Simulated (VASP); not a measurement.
# Al (Fm-3m) in VASP: notebook, part 2 of 2

VASP 6.6.1. Earlier steps stand in the parts before.

## Step 3: Relaxation of cell and atoms, BLYP+D4

This run uses another cell than the first one, of 16.60 Å³/atom, 1.049 times its volume.

The input, INCAR:

```
AGGAC = 1.0 ; AGGAX = 1.0
ALDAC = 0.0 ; ALDAX = 1.0
ALGO = Normal ; EDIFF = 1E-6
EDIFFG = -0.02 ; ENCUT = 600
GGA = B5 ; IBRION = 2
ISIF = 3 ; ISMEAR = -1
IVDW = 13 ; LASPH = True
LCHARG = False ; LREAL = False
LWAVE = False ; NELM = 80
NSW = 80 ; PREC = Accurate
SIGMA = 0.05 ; VDW_A1 = 0.44488865
VDW_A2 = 4.0933009 ; VDW_S6 = 1.0
VDW_S8 = 2.34076671
```

The input, KPOINTS:

```
k-points
0
Gamma
  11 11 11
```

The input, POSCAR:

```
Al
1.0
    0.0000000000      2.0248050000      2.0248050000
    2.0248050000      0.0000000000      2.0248050000
    2.0248050000      2.0248050000      0.0000000000
Al
1
Direct
    0.0000000000      0.0000000000      0.0000000000
```

Potentials or basis: VASP PAW PBE potentials, release 64 (Al).

Run with:

```bash
cat potpaw_PBE.64/Al/POTCAR > POTCAR
mpirun -np 1 vasp_std > vasp.out
```

Wall time 5.7 s (1 thread of Intel Xeon 6975P-C (Granite Rapids), shared host); peak memory 0.13 GiB.

Results (log left out):

* Free energy: -3.3633 eV
* Relaxed volume: 15.84 Å³/atom
* Relaxed cell: a = 2.819 Å, b = 2.819 Å, c = 2.819 Å, α = 60.00°, β = 60.00°, γ = 60.00°
* Space group after relaxing (to 0.05 Å): Fm-3m (No. 225)
* Energy gained by relaxing: 7.3 meV/atom
* Ionic steps: 2
* Pressure after relaxing: 0.2 GPa
* Dispersion energy per atom: -0.680 eV

The path:
```tsv
step	energy change (eV)	largest force (eV/Å)	pressure (GPa)	volume (Å³)
1	0.0000	0.0000	-3.11	16.60
2	-0.0073	0.0000	0.16	15.84
```

Final structure:
```yaml
crystal:
  lattice:
    - [0.00000, 1.99337, 1.99337]
    - [1.99337, 0.00000, 1.99337]
    - [1.99337, 1.99337, 0.00000]
  atoms:
    - { symbol: Al, position: [0.00000, 0.00000, 0.00000] }
```

Levels at points of the mesh, in eV from the Fermi level:
| k point | band 1 | band 2 | band 3 | band 4 |
| --- | --- | --- | --- | --- |
| (0.00, 0.00, 0.00) | -11.42 | 12.79 | 12.79 | 12.79 |

Caveat: the PAW data sets were made with another functional, which shifts forces and pressure a little; pairwise dispersion overbinds metals, which lowers pressure and volume.

## Step 4: Relaxation of cell and atoms, PBE+D3(BJ)

This run uses another cell than the first one, of 16.60 Å³/atom, 1.049 times its volume.

The input, INCAR:

```
SYSTEM = Al
PREC     = Accurate       ! precision mode
ENCUT    = 600            ! plane-wave cutoff, eV
EDIFF    = 1E-6           ! SCF threshold, eV
ISMEAR   = -1             ! smearing method
SIGMA    = 0.05           ! smearing width, eV
LREAL    = .FALSE.        ! projectors in reciprocal space
LASPH    = .TRUE.         ! aspherical terms in the spheres
NELM     = 80             ! most SCF steps
ALGO     = Normal         ! electronic algorithm
ISIF     = 3              ! what is computed and relaxed
LWAVE    = .FALSE.        ! write WAVECAR
LCHARG   = .FALSE.        ! write CHGCAR
GGA      = PE             ! functional
IVDW     = 12             ! dispersion correction
IBRION   = 2              ! ionic algorithm
NSW      = 80             ! ionic steps
EDIFFG   = -0.005         ! ionic threshold
```

The input, KPOINTS:

```
Automatic mesh
0
G
  11 11 11
  0 0 0
```

POSCAR is that of step 3.

Potentials or basis: VASP PAW PBE potentials, release 64 (Al).

Run with:

```bash
cat potpaw_PBE.64/Al/POTCAR > POTCAR
mpirun -np 1 vasp_std > vasp.out
```

OUTCAR:

```text
SYSTEM = Al
   PREC = Accurate
   ENCUT = 600
   EDIFF = 1E-6
   ISMEAR = -1
   LREAL = .FALSE.
   LASPH = .TRUE.
   NELM = 80
   ISIF = 3
   GGA = PE
   IVDW = 12
   IBRION = 2
   NSW = 80
   EDIFFG = -0.005
 IVDW          = 12

 ion  position               nearest neighbor table
   1  0.000  0.000  0.000-

  LATTYP: Found a face centered cubic cell.
 ALAT       =     4.0496100000

  Lattice vectors:

 A1 = (   0.0000000000,   2.0248050000,   2.0248050000)
 A2 = (   2.0248050000,   0.0000000000,   2.0248050000)
 A3 = (   2.0248050000,   2.0248050000,   0.0000000000)

Analysis of symmetry for initial positions (statically):
=====================================================================
 Subroutine PRICEL returns:
[... 172 lines left out ...]

 Edisp (eV)   -0.33416

 E8    (eV) :    -0.1494
[... 69 lines left out ...]
--------------------------------------- Ionic step        3  -------------------------------------------

 number of electron       3.0000000 magnetization

 Free energy of the ion-electron system (eV)
  ---------------------------------------------------
  ext. energy  EPLUGINS =         0.00000000
  ---------------------------------------------------
  free energy    TOTEN  =        -3.74820706 eV

  energy without entropy =       -3.74427602  energy(sigma->0) =       -3.74624154

 E-fermi :   8.4510     XC(G=0): -10.3508

 val. band max:        8.4195833108   @ k =  -0.4545   0.3636   0.0000
 cond. band min:       8.4817005631   @ k =   0.4545   0.1818   0.0909
 fundamental gap:      0.0621172524
 Fermi energy:         8.4509743718

 k-point     1 :       0.0000    0.0000    0.0000
  band No.  band energies     occupation
      1      -2.9815      2.00000
      2      21.3057      0.00000
      3      21.3057      0.00000
      4      21.3057      0.00000
      5      23.1246      0.00000
[... 177 lines left out ...]
 k-point    24 :      -0.1818    0.1818    0.0000
  band No.  band energies     occupation
      1      -0.5380      2.00000
      2      12.3360      0.00000
      3      13.9255      0.00000
      4      20.6742      0.00000
      5      22.7312      0.00000

 [... further k-points ...]

------------------------ aborting loop because EDIFF is reached ----------------------------------------

 Edisp (eV)   -0.35147

 E8    (eV) :    -0.1573
[... 24 lines left out ...]
  FREE ENERGIE OF THE ION-ELECTRON SYSTEM (eV)
  ---------------------------------------------------
  free  energy   TOTEN  =        -4.0996818836 eV

  energy  without entropy=       -4.0957508395  energy(sigma->0) =       -4.09771636

 reached required accuracy - stopping structural energy minimisation
```

It took 3.5 s on 1 thread of Intel Xeon 6975P-C (Granite Rapids), shared host; peak memory 0.14 GiB.

Results:

* Free energy: -4.0997 eV
* Relaxed volume: 15.82 Å³/atom
* Relaxed cell: a = 2.818 Å, b = 2.818 Å, c = 2.818 Å, α = 60.00°, β = 60.00°, γ = 60.00°
* Space group after relaxing (to 0.05 Å): Fm-3m (No. 225)
* Energy gained by relaxing: 9.8 meV/atom
* Ionic steps: 3
* Pressure after relaxing: 0.0 GPa
* Dispersion energy per atom: -0.351 eV

The path:
| step | energy change (eV) | largest force (eV/Å) | pressure (GPa) | volume (Å³) |
| --- | --- | --- | --- | --- |
| 1 | 0.0000 | 0.0000 | -3.81 | 16.60 |
| 2 | -0.0094 | 0.0000 | 0.82 | 15.67 |
| 3 | -0.0098 | 0.0000 | 0.01 | 15.82 |

Final structure:
```
Al
1.0
     0.00000    1.99229    1.99229
     1.99229    0.00000    1.99229
     1.99229    1.99229    0.00000
Al
1
Direct
  0.00000 0.00000 0.00000
```

Caveat: pairwise dispersion overbinds metals, which lowers pressure and volume.

## Step 5: The runs side by side

| task | level | cell | cutoff (eV) | gap on the mesh (eV) | pressure (GPa) | relaxed volume (Å³/atom) |
| --- | --- | --- | --- | --- | --- | --- |
| single point | PBE+D3(BJ) | a = 2.818 Å, angles 60.0°, 1 atom | 520 | none | 0.0 | - |
| relaxation of cell and atoms | BLYP+D4 | relaxed from a = 2.864 Å, angles 60.0°, 1 atom | 600 | none | 0.2 | 15.84 |
| relaxation of cell and atoms | PBE+D3(BJ) | relaxed from a = 2.864 Å, angles 60.0°, 1 atom | 600 | none | 0.0 | 15.82 |

Alike in all rows: potentials or basis VASP PAW PBE potentials, release 64 (Al); no spin polarisation; k mesh 11 × 11 × 11; smearing fermi-dirac 0.05 eV.

Caveats: pairwise dispersion overbinds metals, which lowers pressure and volume; the PAW data sets were made with another functional, which shifts forces and pressure a little (some runs).

Absolute energies hang on the potentials; compare differences alone.

## Step 6: Against experiment

Step 3. The cell as given is a measured one (16.60 Å³/atom); BLYP+D4 puts the equilibrium volume -4.6 % from it, thermal expansion not counted.

Step 4. The cell as given is a measured one (16.60 Å³/atom); PBE+D3(BJ) puts the equilibrium volume -4.7 % from it, thermal expansion not counted.
